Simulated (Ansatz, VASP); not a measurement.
As: VASP beside Ansatz

The input POSCAR:

```
As
1.0
    2.7036817400      0.0000000000      0.0000000000
    0.0000000000      2.7036817400      0.0000000000
    0.0000000000      0.0000000000      5.4073634900
As
2
Direct
    0.4174883800      0.4846435100      0.2429717800
    0.5825116200      0.5153564900      0.7570282200
```

File INCAR.step1:

```
PREC = Accurate ; ENCUT = 520
EDIFF = 1E-5 ; ISMEAR = -1
SIGMA = 0.05 ; LREAL = False
LASPH = True ; NELM = 80
ALGO = Normal ; ISIF = 2
LWAVE = True ; LCHARG = False
NBANDS = 12 ; GGA = PE
```

INCAR.step2

```
PREC = Accurate ; ENCUT = 520
EDIFF = 1E-6 ; ISMEAR = -1
SIGMA = 0.05 ; LREAL = False
LASPH = True ; NELM = 80
ALGO = Normal ; ISIF = 2
LWAVE = False ; LCHARG = False
GGA = PE ; LHFCALC = True
AEXX = 0.25 ; HFSCREEN = 0.2
PRECFOCK = Normal ; NBANDS = 12
ISTART = 1
```

File KPOINTS:

```
Automatic mesh
0
Gamma
  5 5 3
```

The input input:

```
crystal:
  lattice:
    - [2.70368174, 0.0, 0.0]
    - [0.0, 2.70368174, 0.0]
    - [0.0, 0.0, 5.40736349]
  atoms:
    - { symbol: As, position: [0.41748838, 0.48464351, 0.24297178] }
    - { symbol: As, position: [0.58251162, 0.51535649, 0.75702822] }
hamiltonian:
  xc: { exchange: pbe, correlation: pbe, exx: { coeff: 0.25, omega: 0.2 } }
  pseudopotentials: { kind: paw }
kpoints:
  mp_grid: { grid: [5, 5, 3] }
scf:
  occupations: { method: fermi_dirac, width: 0.05 }
output:
  forces: true
  stress: true
  eigenvalues: true
```

Alike in both runs: task single point; functional PBE-based screened hybrid; k mesh 5 × 5 × 3; occupations fermi-dirac, width 0.05 eV; no spin polarisation.

|  | VASP | Ansatz |
| --- | --- | --- |
| version | VASP 6.6.1 | Ansatz 0.2.0 |
| potentials or method | VASP PAW PBE potentials, release 64 (As) | Ansatz PAW |
| plane-wave cutoff (eV) | 520 | 420 |
| valence electrons in the cell | 10 | 30 |

```csv
,VASP,Ansatz,Ansatz less VASP
gap on the k mesh at the Fermi level (eV),none,none,-
pressure (GPa),-2.2,-1.7,+0.48
"traceless stress, the component that is largest in VASP (GPa)",-6.98,-7.07,-0.088
rms of the force components (eV/Å),0.187,0.179,-0.0074
```

VASP's potentials were made for PBE, not for PBE-based screened hybrid. Atom by atom the forces differ by 0.008 eV/Å (rms over components). A gap of «none» marks a metal or a gap that the smearing closes. With one functional, cell and mesh, what is left measures potentials, basis and numerics. VASP's potentials hold 10 valence electrons a cell and Ansatz's 30, so a difference there can come from the potentials and not from the codes.

The k mesh is coarse, so the values compare programs but aren't converged.
